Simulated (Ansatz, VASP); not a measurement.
ScTl3SbBr3: VASP beside Ansatz

```xyz
8
Lattice="4.5142 0.0000 0.0000 0.0000 4.5142 0.0000 0.0000 0.0000 14.6364" Properties=species:S:1:pos:R:3 pbc="T T T"
Sc    0.0000    0.0000    0.0000
Tl    2.2571    2.2571    3.1523
Tl    4.5142    4.5142    7.3182
Tl    2.2571    2.2571   11.4840
Sb    2.2571    2.2571    0.0000
Br    0.0000    4.5142    2.7047
Br    2.2571    2.2571    7.3182
Br    4.5142    4.5142   11.9317
```

Alike in both runs: task single point; functional PBE; k mesh 6 × 6 × 2; occupations gaussian, width 0.2 eV; no spin polarisation.

|  | VASP | Ansatz |
| --- | --- | --- |
| version | VASP 6.6.1 | Ansatz 0.2.0 |
| potentials or method | VASP PAW PBE potentials, release 64 (Sc_sv, Tl_d, Sb, Br), cutoff 520 eV | scalar-relativistic, plane waves, PAW |
| valence electrons in the cell | 76 | 86 |

Ansatz gave:

| Quantity | Value |
| --- | --- |
| gap on the k mesh at the Fermi level (eV) | 0.18 |
| least direct gap on the mesh (eV) | 0.18 |
| pressure (GPa) | 0.0 |
| rms of the force components (eV/Å) | 0.002 |

Question: Which values does VASP return?

Answer: gap on the k mesh at the Fermi level (eV): 0.17; least direct gap on the mesh (eV): 0.17; pressure (GPa): 0.0; rms of the force components (eV/Å): 0.006.

Atom by atom the forces differ by 0.004 eV/Å (rms over components). VASP's potentials hold 76 valence electrons a cell and Ansatz's 86, so a difference there can come from the potentials and not from the codes.

Spin-orbit coupling is off throughout.
